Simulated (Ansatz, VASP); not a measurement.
**SiC: VASP beside Ansatz**

```
Si C
1.0
     3.02949    0.00000    0.00000
    -1.51474    2.62361    0.00000
     0.00000    0.00000    5.10499
Si C
2 2
Cartesian
  0.0000 1.7491 0.0235
  1.5147 0.8745 2.5760
  0.0000 1.7491 2.1709
  1.5147 0.8745 4.7234
```

Alike in both runs: task single point; functional LDA; k mesh 12 × 12 × 6; occupations gaussian, width 0.05 eV; no spin polarisation.

```csv
,VASP,Ansatz
version,VASP 6.6.1,Ansatz 0.2.0
potentials or method,"VASP PAW LDA potentials, release 64 (Si, C), cutoff 520 eV","scalar-relativistic, plane waves, PAW"
valence electrons in the cell,16,16
```

Ansatz gave:

| Quantity | Value |
| --- | --- |
| gap on the k mesh at the Fermi level (eV) | 1.95 |
| least direct gap on the mesh (eV) | 4.06 |
| pressure (GPa) | 7.0 |
| traceless stress, the component that is largest in VASP (GPa) | -17.88 |
| rms of the force components (eV/Å) | 1.339 |

Q: Estimate VASP's values.

A: gap on the k mesh at the Fermi level (eV): 1.94; least direct gap on the mesh (eV): 4.06; pressure (GPa): 7.3; traceless stress, the component that is largest in VASP (GPa): -18.05; rms of the force components (eV/Å): 1.344.

Ansatz warns that its potentials were made for another functional, while VASP's fit it. LDA's correlation is that of Perdew and Zunger in VASP and of Perdew and Wang (1992) in Ansatz. Atom by atom the forces differ by 0.005 eV/Å (rms over components).
